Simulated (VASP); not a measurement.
The system is Mn.

```
Mn
1.0
     0.00000    1.74500    1.74500
     1.74500    0.00000    1.74500
     1.74500    1.74500    0.00000
Mn
1
Direct
  0.00000 0.00000 0.00000
```

Base run:

```yaml
Program: VASP 6.6.1
Functional: PBE
Potentials_or_basis: VASP PAW PBE potentials, release 64 (Mn_pv)
Cutoff: 520 eV
k_mesh: 13 × 13 × 13
Occupations: fermi-dirac, width 0.05 eV
Spin: collinear spin, ferromagnetic start
Starting_moments: "[2.36] μB"
Fixed_moment: 2.36 μB
```

Its results: pressure 40.9 GPa; site moments Mn +2.29 μB.

Problem. The run is repeated on the same cell with these changes: fixed moment from 2.36 μB to 2.7 μB; moments at the start from [2.36] to [2.7]. What comes out?

Solution. Pressure 51.6 GPa; site moments Mn +2.61 μB.

Caveats: the total moment is fixed, so each spin has its own Fermi level.
